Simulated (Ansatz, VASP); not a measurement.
TiO2: VASP beside Ansatz

```
CELL_PARAMETERS angstrom
-1.88908 1.88908 4.79428
1.88908 -1.88908 4.79428
1.88908 1.88908 -4.79428
ATOMIC_POSITIONS crystal
Ti 0.00000 0.00000 0.00000
Ti 0.75000 0.25000 0.50000
O 0.20721 0.20721 0.00000
O 0.95721 0.45721 0.50000
O 0.54279 0.04279 0.50000
O 0.79279 0.79279 0.00000
```

Alike in both runs: functional r2SCAN; k mesh 10 × 10 × 10; occupations fermi-dirac, width 0.02 eV; no spin polarisation.

Ansatz relaxed the structure, and its values are those at the end. VASP's run is a single point on that final structure, the one shown.

|  | VASP | Ansatz |
| --- | --- | --- |
| version | VASP 6.6.1 | Ansatz 0.2.0 |
| potentials or method | VASP PAW PBE potentials, release 64 (Ti_sv, O), cutoff 520 eV | PAW plane waves |
| valence electrons in the cell | 48 | 48 |

|  | VASP | Ansatz | Ansatz less VASP |
| --- | --- | --- | --- |
| gap on the k mesh at the Fermi level (eV) | 2.56 | 2.55 | -0.017 |
| pressure (GPa) | 1.1 | 0.0 | -1.12 |
| rms of the force components (eV/Å) | 0.013 | 0.000 | -0.0131 |

VASP's potentials were made for PBE, not for r2SCAN. The functional is the same, so the differences come from potentials, cutoffs and numerics. Ansatz's warnings: stress scf threshold loose.
